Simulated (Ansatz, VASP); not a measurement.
**ZrH: VASP beside Ansatz**

```xyz
4
Lattice="3.2428 0.0000 0.0000 0.0000 3.2428 0.0000 0.0000 0.0000 4.9480" Properties=species:S:1:pos:R:3 pbc="T T T"
Zr    0.0000    1.6214    0.0000
Zr    1.6214    0.0000    2.4740
H     0.0000    0.0000    3.7110
H     0.0000    0.0000    1.2370
```

Alike in both runs: task single point; functional PBEsol; k mesh 2 × 2 × 2; no spin polarisation.

|  | VASP | Ansatz |
| --- | --- | --- |
| version | VASP 6.6.1 | Ansatz 0.2.0 |
| potentials or method | VASP PAW PBE potentials, release 64 (Zr_sv, H) | plane waves, PAW |
| plane-wave cutoff (eV) | 500 | 420 |
| occupations | methfessel-paxton of order 1, width 0.1 eV | cold, width 0.1 eV |
| valence electrons in the cell | 26 | 26 |

```tsv
	VASP	Ansatz	Ansatz less VASP
pressure (GPa)	-4.0	-4.0	-0.03
traceless stress, the component that is largest in VASP (GPa)	19.23	19.10	-0.129
```

VASP's potentials were made for PBE, not for PBEsol.

The k mesh is coarse, so the values compare programs but aren't converged.
